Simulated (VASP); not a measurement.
Input of a VASP 6.6.1 run:

INCAR

```
SYSTEM = HfSi3
PREC     = Accurate       ! precision mode
ENCUT    = 520            ! plane-wave cutoff, eV
EDIFF    = 1E-7           ! SCF threshold, eV
ISMEAR   = 0              ! smearing method
SIGMA    = 0.05           ! smearing width, eV
LREAL    = .False.        ! projectors in reciprocal space
LASPH    = .True.         ! aspherical terms in the spheres
NELM     = 100            ! most SCF steps
ALGO     = Normal         ! electronic algorithm
ISIF     = 2              ! what is computed and relaxed
LWAVE    = .False.        ! write WAVECAR
LCHARG   = .False.        ! write CHGCAR
GGA      = PS             ! functional
NBANDS   = 19             ! bands
```

File KPOINTS:

```
regular mesh
0
Gamma
  8 8 8
  0 0 0
```

The input POSCAR:

```
HfSi3
1.0
    4.0086058869      0.0000000000      0.0000000000
    0.0000000000      3.9300057715      0.0000000000
    0.0000000000      0.0000000000      3.9300057715
Hf Si
1 3
Direct
    0.0000000000      0.0000000000      0.0000000000
    0.0000000000      0.5000000000      0.5000000000
    0.5000000000      0.5000000000      0.0000000000
    0.5000000000      0.0000000000      0.5000000000
```

Potentials or basis: VASP PAW PBE potentials, release 64 (Hf_pv, Si).

Run with:

```console
$ cat potpaw_PBE.64/Hf_pv/POTCAR potpaw_PBE.64/Si/POTCAR > POTCAR
$ mpirun -np 1 vasp_std > vasp.out
```

Question: Predict the pressure.

Answer: -2.2 GPa.

Question: What does it give for the band gap on the k mesh?

Answer: Zero (band 11 reaches 10.16 eV, above the bottom of band 12 at 8.26 eV).

Stress tensor (GPa, compression positive):
```
-2.54  0.00  0.00
 0.00 -2.09  0.00
 0.00  0.00 -2.09
```

Caveat: the PAW data sets were made with another functional, which shifts forces and pressure a little; spin-orbit coupling is left out, which moves the levels of the heavy elements.
